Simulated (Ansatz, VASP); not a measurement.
# One calculation of Be4Sb3, two programs

Contents of INCAR:

```
SYSTEM = Be4Sb3
ALGO = Normal ; EDIFF = 1E-6
EDIFFG = -0.01 ; ENCUT = 600
GGA = PE ; IBRION = 2
ISIF = 3 ; ISMEAR = 0
LASPH = .TRUE. ; LCHARG = .FALSE.
LREAL = .FALSE. ; LWAVE = .FALSE.
NELM = 100 ; NSW = 100
PREC = Accurate ; SIGMA = 0.1
```

File KPOINTS:

```
k-points
0
G
  8 8 8
  0 0 0
```

File POSCAR:

```
Be4Sb3
1.0
   -3.2149845797      3.2149845797      3.2149845797
    3.2149845797     -3.2149845797      3.2149845797
    3.2149845797      3.2149845797     -3.2149845797
Be Sb
4 3
Direct
    0.5000000000      0.5000000000      0.5000000000
    0.0000000000      0.0000000000      0.5000000000
    0.0000000000      0.5000000000      0.0000000000
    0.5000000000      0.0000000000      0.0000000000
    0.0000000000      0.5000000000      0.5000000000
    0.5000000000      0.0000000000      0.5000000000
    0.5000000000      0.5000000000      0.0000000000
```

Input for Ansatz:

```yaml
crystal:
  lattice:
    - [-3.2149845797, 3.2149845797, 3.2149845797]
    - [3.2149845797, -3.2149845797, 3.2149845797]
    - [3.2149845797, 3.2149845797, -3.2149845797]
  atoms:
    - { symbol: Be, position: [0.5, 0.5, 0.5] }
    - { symbol: Be, position: [0.0, 0.0, 0.5] }
    - { symbol: Be, position: [0.0, 0.5, 0.0] }
    - { symbol: Be, position: [0.5, 0.0, 0.0] }
    - { symbol: Sb, position: [0.0, 0.5, 0.5] }
    - { symbol: Sb, position: [0.5, 0.0, 0.5] }
    - { symbol: Sb, position: [0.5, 0.5, 0.0] }
basis:
  ecutwfc: 420
kpoints:
  mp_grid: { grid: [8, 8, 8] }
hamiltonian:
  xc: pbe
scf:
  occupations: { method: gaussian, width: 0.1 }
output:
  forces: true
  stress: true
  eigenvalues: true
  write_density: true
  write_potential: true
  elf: true
  volumetric_format: npy
relax:
  adjacent_minimum: "off"
  f_tol: 0.01
  max_steps: 80
  cell: { stress_tol: 0.05 }
```

Alike in both runs: task relaxation of cell and atoms; functional PBE; k mesh 8 × 8 × 8; occupations gaussian, width 0.1 eV; no spin polarisation.

```csv
,VASP,Ansatz
version,VASP 6.6.1,Ansatz 0.2.0
potentials or method,"VASP PAW PBE potentials, release 64 (Be, Sb), cutoff 600 eV","scalar-relativistic, plane waves, PAW"
valence electrons in the cell,23,53
```

|  | VASP | Ansatz | Ansatz less VASP |
| --- | --- | --- | --- |
| gap on the k mesh at the Fermi level, each at its own relaxed structure (eV) | none | none | - |
| relaxed volume (Å³/atom) | 18.93 | 18.90 | -0.036 |
| relaxed cell length with the largest relative difference (Å) | 5.563 | 5.560 | -0.0036 |

A gap of «none» marks a metal or a gap that the smearing closes. VASP's potentials hold 23 valence electrons a cell and Ansatz's 53, so a difference there can come from the potentials and not from the codes.

Spin-orbit coupling is off throughout.
